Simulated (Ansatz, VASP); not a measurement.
One calculation of Ag, two programs

File INCAR:

```
SYSTEM = Ag
  ALGO = Normal
  EDIFF = 1E-6
  ENCUT = 520
  GGA = PE
  GGA_COMPAT = .False.
  ISIF = 2
  ISMEAR = -1
  LASPH = .True.
  LCHARG = .True.
  LMAXMIX = 4
  LNONCOLLINEAR = .True.
  LORBIT = 11
  LORBMOM = .True.
  LREAL = .False.
  LSORBIT = .True.
  LVHAR = .True.
  LWAVE = .False.
  MAGMOM = 0 0 0
  NBANDS = 22
  NELM = 150
  PREC = Accurate
  SIGMA = 0.05
```

The input KPOINTS:

```
k-points
0
Gamma
  12 12 12
  0 0 0
```

Contents of POSCAR:

```
Ag
1.0
    2.7514544691      0.0000000000      0.0000000000
    0.0000000000      2.7514544691      0.0000000000
    0.0000000000      0.0000000000      2.7514544691
Ag
1
Direct
    0.0000000000      0.0000000000      0.0000000000
```

Input for Ansatz:

```yaml
crystal:
  lattice:
    - [2.7514544691, 0.0, 0.0]
    - [0.0, 2.7514544691, 0.0]
    - [0.0, 0.0, 2.7514544691]
  atoms:
    - { symbol: Ag, position: [0.0, 0.0, 0.0] }
kpoints:
  mp_grid: { grid: [12, 12, 12] }
  band_path:
    path:
      - [0.0, 0.0, 0.0]
      - [0.0, 0.5, 0.0]
      - [0.5, 0.5, 0.0]
      - [0.0, 0.0, 0.0]
      - [0.5, 0.5, 0.5]
      - [0.0, 0.5, 0.0]
      - [0.5, 0.5, 0.5]
      - [0.5, 0.5, 0.0]
    npoints: 5
scf:
  occupations: { method: fermi_dirac, width: 0.05 }
hamiltonian:
  xc: pbe
  pseudopotentials: { kind: all_electron, lapw: { basis_error: 0.00025 } }
output:
  forces: true
  stress: true
  eigenvalues: true
magnetization:
  noncollinear: true
  spin_orbit: true
```

Alike in both runs: task single point; functional PBE; k mesh 12 × 12 × 12; occupations fermi-dirac, width 0.05 eV; non-collinear spin, spin-orbit coupling.

```csv
,VASP,Ansatz
version,VASP 6.6.1,Ansatz 0.2.0
potentials or method,"VASP PAW PBE potentials, release 64 (Ag), cutoff 520 eV",all-electron LAPW
```

|  | VASP | Ansatz | Ansatz less VASP |
| --- | --- | --- | --- |
| pressure (GPa) | -0.2 | -0.1 | +0.07 |
| net moment per atom (μB) | 0.00 | 0.00 | 0.000 |

Ansatz ran all-electron here, and VASP with PAW potentials.
